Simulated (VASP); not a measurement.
A run of VASP 6.6.1:

The input INCAR:

```
SYSTEM = Ag
  PREC = Accurate
  ENCUT = 520
  EDIFF = 1E-6
  ISMEAR = -1
  SIGMA = 0.1
  LREAL = .FALSE.
  LASPH = .TRUE.
  NELM = 60
  ALGO = Normal
  ISIF = 2
  LWAVE = .FALSE.
  LCHARG = .FALSE.
  GGA = RP
  NBANDS = 24
```

KPOINTS

```
regular mesh
0
G
  9 9 12
  0 0 0
```

The input POSCAR:

```
Ag
1.0
    4.5984986915      0.0000000000      0.0000000000
   -2.2992493457      3.9824166861      0.0000000000
    0.0000000000      0.0000000000      2.7567922746
Ag
3
Direct
    1.0000000000      1.0000000000      0.0000000000
    0.3333333333      0.6666666667      0.5000000000
    0.6666666667      0.3333333333      0.5000000000
```

Potentials or basis: VASP PAW PBE potentials, release 64 (Ag).

Launch:

```bash
$ cat potpaw_PBE.64/Ag/POTCAR > POTCAR
$ mpirun -np 1 vasp_std > vasp.out
```

Hardware: 1 thread of AMD EPYC 7R13 (shared host).

Q: Estimate the wall time of this run.

A: It took 3.3 min on 1 thread of AMD EPYC 7R13 (shared host), peak memory 0.2 GiB. Counts: scf iterations 12, k points 84.
